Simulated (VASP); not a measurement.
# GaN (Fm-3m) in VASP: a series of runs, part 3 of 3

VASP 6.6.1. Earlier steps stand in the parts before.

### 4 Single point, PBEsol

Contents of INCAR:

```
PREC = Accurate ; ENCUT = 600
EDIFF = 1E-6 ; ISMEAR = -1
SIGMA = 0.05 ; LREAL = F
LASPH = T ; NELM = 120
ALGO = Normal ; ISIF = 2
LWAVE = F ; LCHARG = F
GGA = PS ; NBANDS = 16
GGA_COMPAT = F
```

Contents of KPOINTS:

```
Automatic mesh
0
Gamma
  8 8 8
```

Contents of POSCAR:

```
GaN
1.0
    0.0000000000      2.1085153689      2.1085153689
    2.1085153689      0.0000000000      2.1085153689
    2.1085153689      2.1085153689      0.0000000000
Ga N
1 1
Direct
    0.5000000000      0.5000000000      0.5000000000
    0.0000000000      0.0000000000      0.0000000000
```

Potentials or basis: VASP PAW PBE potentials, release 64 (Ga_d, N).

The run is started by

```sh
cat potpaw_PBE.64/Ga_d/POTCAR potpaw_PBE.64/N/POTCAR > POTCAR
mpirun -np 1 vasp_std > vasp.out
```

OUTCAR:

```text
PREC = Accurate
   ENCUT = 600
   EDIFF = 1E-6
   ISMEAR = -1
   LREAL = F
   LASPH = T
   NELM = 120
   ISIF = 2
   GGA = PS

 ion  position               nearest neighbor table
   1  0.500  0.500  0.500-   2 2.11   2 2.11   2 2.11   2 2.11   2 2.11   2 2.11
   2  0.000  0.000  0.000-   1 2.11   1 2.11   1 2.11   1 2.11   1 2.11   1 2.11

  LATTYP: Found a face centered cubic cell.
 ALAT       =     4.2170307378

  Lattice vectors:

 A1 = (   0.0000000000,   2.1085153689,   2.1085153689)
 A2 = (   2.1085153689,   0.0000000000,   2.1085153689)
 A3 = (   2.1085153689,   2.1085153689,   0.0000000000)

Analysis of symmetry for initial positions (statically):
=====================================================================
 Subroutine PRICEL returns:
 Original cell was already a primitive cell.

 Routine SETGRP: Setting up the symmetry group for a
 face centered cubic supercell.

 Subroutine GETGRP returns: Found 48 space group operations
 (whereof 48 operations were pure point group operations)
 out of a pool of 48 trial point group operations.

The static configuration has the point symmetry O_h .

Analysis of symmetry for dynamics (positions and initial velocities):
=====================================================================
 Subroutine PRICEL returns:
 Original cell was already a primitive cell.

 Routine SETGRP: Setting up the symmetry group for a
 face centered cubic supercell.

 Subroutine GETGRP returns: Found 48 space group operations
 (whereof 48 operations were pure point group operations)
 out of a pool of 48 trial point group operations.

The dynamic configuration has the point symmetry O_h .

 Subroutine INISYM returns: Found 48 space group operations
 (whereof 48 operations are pure point group operations),
 and found     1 'primitive' translations

----------------------------------------------------------------------------------------

                                     Primitive cell

  volume of cell :      18.7482

  direct lattice vectors                    reciprocal lattice vectors
     0.000000000  2.108515369  2.108515369    -0.237133676  0.237133676  0.237133676
     2.108515369  0.000000000  2.108515369     0.237133676 -0.237133676  0.237133676
     2.108515369  2.108515369  0.000000000     0.237133676  0.237133676 -0.237133676

  length of vectors
     2.981891031  2.981891031  2.981891031     0.410727575  0.410727575  0.410727575

  position of ions in fractional coordinates (direct lattice)
     0.500000000  0.500000000  0.500000000
     0.000000000  0.000000000  0.000000000

  ion indices of the primitive-cell ions
   primitive index   ion index
                 1           1
                 2           2

----------------------------------------------------------------------------------------

 KPOINTS: Automatic mesh

Automatic generation of k-mesh.
 Grid dimensions read from file:
 generate k-points for:    8    8    8

 Generating k-lattice:

  Cartesian coordinates                     Fractional coordinates (reciprocal lattice)
    -0.029641709  0.029641709  0.029641709     0.125000000  0.000000000  0.000000000
     0.029641709 -0.029641709  0.029641709     0.000000000  0.125000000  0.000000000
     0.029641709  0.029641709 -0.029641709     0.000000000  0.000000000  0.125000000

  Length of vectors
     0.051340947  0.051340947  0.051340947

  Shift w.r.t. Gamma in fractional coordinates (k-lattice)
     0.000000000  0.000000000  0.000000000

 Subroutine IBZKPT returns following result:
 ===========================================

 Found     29 irreducible k-points:

 Following reciprocal coordinates:
            Coordinates               Weight
  0.000000  0.000000  0.000000      1.000000
  0.125000  0.000000  0.000000      8.000000
  0.250000  0.000000  0.000000      8.000000
  0.375000  0.000000  0.000000      8.000000
  0.500000  0.000000  0.000000      4.000000
  0.125000  0.125000  0.000000      6.000000
[... 16 lines left out ...]
  0.500000  0.250000  0.125000     48.000000
 -0.375000  0.250000  0.125000     24.000000
 [... further k-points ...]
   k-points           NKPTS =     29   k-points in BZ     NKDIM =     29   number of bands    NBANDS=     16
   number of dos      NEDOS =    301   number of ions     NIONS =      2
   total plane-waves  NPLWV =  13824
   dimension x,y,z NGX =    24 NGY =   24 NGZ =   24
   dimension x,y,z NGXF=    48 NGYF=   48 NGZF=   48
   ions per type =               1   1
   NGX,Y,Z   is equivalent  to a cutoff of  13.38, 13.38, 13.38 a.u.
   NGXF,Y,Z  is equivalent  to a cutoff of  26.76, 26.76, 26.76 a.u.
 SYSTEM =  unknown system
   PREC   = accura    normal or accurate (medium, high low for compatibility)
   ISTART =      0    job   : 0-new  1-cont  2-samecut
   ICHARG =      2    charge: 1-file 2-atom 10-const
   ISPIN  =      1    spin polarized calculation?
   LNONCOLLINEAR =      F non collinear calculations
   LSORBIT =      F    spin-orbit coupling
   LASPH  =      T    aspherical Exc in radial PAW
   ENCUT  =  600.0 eV  44.10 Ry    6.64 a.u.   5.96  5.96  5.96*2*pi/ulx,y,z
   NELM   =    120;   NELMIN=  2; NELMDL= -5     # of ELM steps
   EDIFF  = 0.1E-05   stopping-criterion for ELM
   LREAL  =      F    real-space projection
[... 7 lines left out ...]
   TEBEG  =    0.0;   TEEND  =   0.0 temperature during run
   PSTRESS=    0.0 pullay stress
   NELECT =      18.0000    total number of electrons
   NUPDOWN=      -1.0000    fix difference up-down
   EMIN   =  10.00;   EMAX   =-10.00  energy-range for DOS
   EFERMI =   0.00;   METHOD = LEGACY
   ISMEAR =    -1;   SIGMA  =   0.05  broadening in eV -4-tet -1-fermi 0-gaus
   EFERMI_NEDOS =   21; number of points for ismear=-14 and -15
   IALGO  =     38    algorithm
   IMIX   =      4    mixing-type and parameters
     AMIX     =   0.40;   BMIX     =  1.00
     AMIX_MAG =   1.60;   BMIX_MAG =  1.00
  volume/ion in A,a.u.               =       9.37        63.26
  Fermi-wavevector in a.u.,A,eV,Ry     =   1.615024  3.051952 35.488097  2.608302
  Thomas-Fermi vector in A             =   2.709838
   LORBIT       =      0    0 simple, 1 ext, 2 COOP (PROOUT), +10 PAW based schemes
   GGA     = PS    functional components
   LHFCALC =     F    Hartree Fock is set to
   AEXX    =    0.0000 exact exchange contribution
   IVDW    =     0    specifies the selected vdW correction
   LEPSILON=     F    determine dielectric tensor
   LRPA    =     F    only Hartree local field effects (RPA)
 non-spin polarized calculation
  energy-cutoff  :      600.00
  volume of cell :       18.75
 maximum number of plane-waves:       638
   NGX = 11   NGY = 11   NGZ = 11

 number of electron      18.0000008 magnetization

 Free energy of the ion-electron system (eV)
  ---------------------------------------------------
  ext. energy  EPLUGINS =         0.00000000
  ---------------------------------------------------
  free energy    TOTEN  =       -12.25998722 eV

  energy without entropy =      -12.25990941  energy(sigma->0) =      -12.25994831

 E-fermi :   8.1827     XC(G=0): -13.3183

 val. band max:        7.8422974912   @ k =  -0.2500   0.1250   0.0000
 cond. band min:       8.4138855596   @ k =   0.5000   0.5000   0.0000
 fundamental gap:      0.5715880684
 Fermi energy:         8.1826709612

 k-point     1 :       0.0000    0.0000    0.0000
  band No.  band energies     occupation
      1      -9.5276      2.00000
      2      -6.0739      2.00000
      3      -6.0739      2.00000
      4      -6.0739      2.00000
      5      -5.9755      2.00000
      6      -5.9755      2.00000
[... 8 lines left out ...]
     15      23.6698      0.00000
     16      23.6700      0.00000

 k-point     2 :       0.1250    0.0000    0.0000
  band No.  band energies     occupation
      1      -9.2200      2.00000
      2      -6.0868      2.00000
      3      -6.0632      2.00000
      4      -6.0632      2.00000
      5      -5.9913      2.00000
      6      -5.9913      2.00000
[... 8 lines left out ...]
     15      23.9487      0.00000
     16      23.9487      0.00000
[... 387 lines left out ...]
      5      -5.8663      2.00000
      6      -5.0865      2.00000
[... 8 lines left out ...]
     15      29.0235      0.00000
     16      30.5541      0.00000

 k-point    24 :      -0.3750    0.2500    0.1250
  band No.  band energies     occupation
      1      -7.2178      2.00000
      2      -6.1980      2.00000
      3      -6.1081      2.00000
      4      -6.0256      2.00000
      5      -5.8338      2.00000
      6      -4.5418      2.00000
[... 8 lines left out ...]
     15      26.7781      0.00000
     16      31.4416      0.00000

 [... further k-points ...]
[... 5 lines left out ...]
  --------------------------------------------------------------------------------------
  -------------------------------------------------------------------------------------
  Total        0.0711364      0.0711364      0.0711364      0.0000000      0.0000000     -0.0000000
  in kB        6.0791409      6.0791409      6.0791409      0.0000000      0.0000000     -0.0000000
  external PRESSURE =       6.0791409 kB  Pullay stress =       0.0000000 kB

 VOLUME and BASIS-vectors are now :
 -----------------------------------------------------------------------------
  energy-cutoff  :      600.00
  volume of cell :       18.75
      direct lattice vectors                 reciprocal lattice vectors
     0.000000000  2.108515369  2.108515369    -0.237133676  0.237133676  0.237133676
     2.108515369  0.000000000  2.108515369     0.237133676 -0.237133676  0.237133676
     2.108515369  2.108515369  0.000000000     0.237133676  0.237133676 -0.237133676

 POSITION                                       TOTAL-FORCE (eV/Angst)
 -----------------------------------------------------------------------------------
      2.10852      2.10852      2.10852         0.000000      0.000000     -0.000000
      0.00000      0.00000      0.00000        -0.000000     -0.000000      0.000000
 -----------------------------------------------------------------------------------
    total drift:                                0.000000     -0.000000      0.000000

  FREE ENERGIE OF THE ION-ELECTRON SYSTEM (eV)
  ---------------------------------------------------
  free  energy   TOTEN  =       -12.2599872173 eV

  energy  without entropy=      -12.2599094121  energy(sigma->0) =      -12.25994831
```

stdout:

```text
POSCAR found type information on POSCAR GaN
 POSCAR found :  2 types and       2 ions
 scaLAPACK will be used
 -----------------------------------------------------------------------------
|                                                                             |
|                                                                             |
|     You enforced a specific xc type in the INCAR file but a different       |
|     I HOPE YOU KNOW WHAT YOU ARE DOING!                                     |
|                                                                             |
 -----------------------------------------------------------------------------

 LDA part: xc-table for (Slater+PW92), standard interpolation
 POSCAR, INCAR and KPOINTS ok, starting setup
 FFT: planning ... GRIDC
 FFT: planning ... GRID_SOFT
 FFT: planning ... GRID
 WAVECAR not read
 entering main loop
```

It took 4.3 s on 1 thread of Intel Xeon 6975P-C (Granite Rapids), shared host; peak memory 0.14 GiB.

Results:

```yaml
Free_energy: -12.2600 eV
Pressure: 0.6 GPa
Band_gap_on_the_k_mesh: 0.57 eV, indirect (least direct gap 2.84 eV)
```

Caveat: the PAW data sets were made with another functional, which shifts forces and pressure a little. A k mesh can miss the band edges.

### 5 Single point, PBEsol+D4

Contents of INCAR:

```
SYSTEM = GaN
PREC = Accurate
ENCUT = 600
EDIFF = 1E-6
ISMEAR = 0
SIGMA = 0.01
LREAL = .FALSE.
LASPH = .TRUE.
NELM = 120
ALGO = Normal
ISIF = 2
LWAVE = .FALSE.
LCHARG = .TRUE.
GGA = PS
IVDW = 13
LELF = .TRUE.
LVHAR = .TRUE.
NBANDS = 16
GGA_COMPAT = .FALSE.
```

Contents of KPOINTS:

```
regular mesh
0
G
  8 8 8
  0 0 0
```

POSCAR is that of step 4.

The run is started by

```sh
cat potpaw_PBE.64/Ga_d/POTCAR potpaw_PBE.64/N/POTCAR > POTCAR
mpirun -np 1 vasp_std > vasp.out
```

Wall time 5.6 s (1 thread of Intel Xeon 6975P-C (Granite Rapids), shared host); peak memory 0.14 GiB.

The run converged. Its results:

```yaml
Free_energy: -12.7974 eV
Pressure: -3.7 GPa
Band_gap_on_the_k_mesh: 0.57 eV, indirect (least direct gap 2.84 eV)
Dispersion_energy_per_atom: -0.269 eV
```

Levels at points of the mesh, in eV from the valence-band top:
```tsv
k point	band 6	band 7	band 8	band 9	band 10	band 11	band 12	band 13
(0.00, 0.00, 0.00)	-13.82	-0.51	-0.51	-0.51	2.33	14.66	14.66	14.66
(0.50, 0.00, 0.00)	-13.68	-8.34	-0.15	-0.15	4.65	9.03	9.03	9.49
(0.50, 0.50, 0.00)	-10.88	-7.24	-3.09	-3.09	0.57	7.70	11.94	14.52
```

Caveat: the PAW data sets were made with another functional, which shifts forces and pressure a little.

### 6 Summary

```tsv
level	smearing	gap on the mesh (eV)	pressure (GPa)
PBEsol	gaussian 0.01 eV	0.57	0.6
PBEsol	tetrahedron	0.57	0.6
PBEsol	fermi-dirac 0.05 eV	0.57	0.6
PBEsol+D4	gaussian 0.01 eV	0.57	-3.7
```

Alike in all rows: task single point; potentials or basis VASP PAW PBE potentials, release 64 (Ga_d, N); no spin polarisation; cell as given; k mesh 8 × 8 × 8; cutoff (eV) 600.

On the cell as given the gap runs from 0.57 eV (PBEsol) to 0.57 eV (PBEsol). The pressure there spans -3.7 GPa (PBEsol+D4) to 0.6 GPa (PBEsol); a positive pressure means that this level wants a larger cell, a negative one a smaller.

Caveats: the PAW data sets were made with another functional, which shifts forces and pressure a little.

Total energies depend on the potentials used, so only differences within one code and one set of settings carry meaning.
